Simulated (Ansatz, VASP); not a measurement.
**Two plane-wave programs on InP**

Contents of INCAR:

```
SYSTEM = InP
PREC = Accurate
ENCUT = 520
EDIFF = 1E-6
ISMEAR = 0
SIGMA = 0.15
LREAL = .False.
LASPH = .True.
NELM = 80
ALGO = Normal
ISIF = 2
LWAVE = .False.
LCHARG = .False.
GGA = PE
NBANDS = 16
```

Contents of KPOINTS:

```
Automatic mesh
0
Gamma
  14 14 14
  0 0 0
```

POSCAR

```
InP
1.0
    0.0000000000      2.7701982124      2.7701982124
    2.5762843375      0.0000000000      2.7701982124
    2.5762843375      2.7701982124      0.0000000000
In P
1 1
Direct
   -0.0205473392      0.0205473392      0.0205473392
    0.5761678349      0.4238321651      0.4238321651
```

Input for Ansatz:

```yaml
crystal:
  lattice:
    - [0.0, 2.7701982124, 2.7701982124]
    - [2.5762843375, 0.0, 2.7701982124]
    - [2.5762843375, 2.7701982124, 0.0]
  atoms:
    - { symbol: In, position: [-0.0205473392, 0.0205473392, 0.0205473392] }
    - { symbol: P, position: [0.5761678349, 0.4238321651, 0.4238321651] }
basis:
  ecutwfc: 420
kpoints:
  mp_grid: { grid: [14, 14, 14] }
hamiltonian:
  xc: pbe
  pseudopotentials: { kind: paw, azcp: { folder: soft_1 } }
scf:
  occupations: { method: gaussian, width: 0.15 }
output:
  forces: true
  stress: true
  eigenvalues: true
```

Change from the starting cell: mode 4 frozen in at -0.422 Å, normal strain along x -0.0700.

Alike in both runs: task single point; functional PBE; k mesh 14 × 14 × 14; occupations gaussian, width 0.15 eV; no spin polarisation.

|  | VASP | Ansatz |
| --- | --- | --- |
| version | VASP 6.6.1 | Ansatz 0.2.0 |
| potentials or method | VASP PAW PBE potentials, release 64 (In_d, P), cutoff 520 eV | scalar-relativistic, plane waves, PAW |
| valence electrons in the cell | 18 | 18 |

Ansatz gave:

```
gap on the k mesh at the Fermi level (eV)                     : none
pressure (GPa)                                                : 24.5
traceless stress, the component that is largest in VASP (GPa) : 47.26
rms of the force components (eV/Å)                            : 4.613
```

Task: What did VASP give for the same quantities?

Result: gap on the k mesh at the Fermi level (eV): none; pressure (GPa): 24.1; traceless stress, the component that is largest in VASP (GPa): 46.38; rms of the force components (eV/Å): 4.524.

Atom by atom the forces differ by 0.089 eV/Å (rms over components). A gap of «none» marks a metal or a gap that the smearing closes.
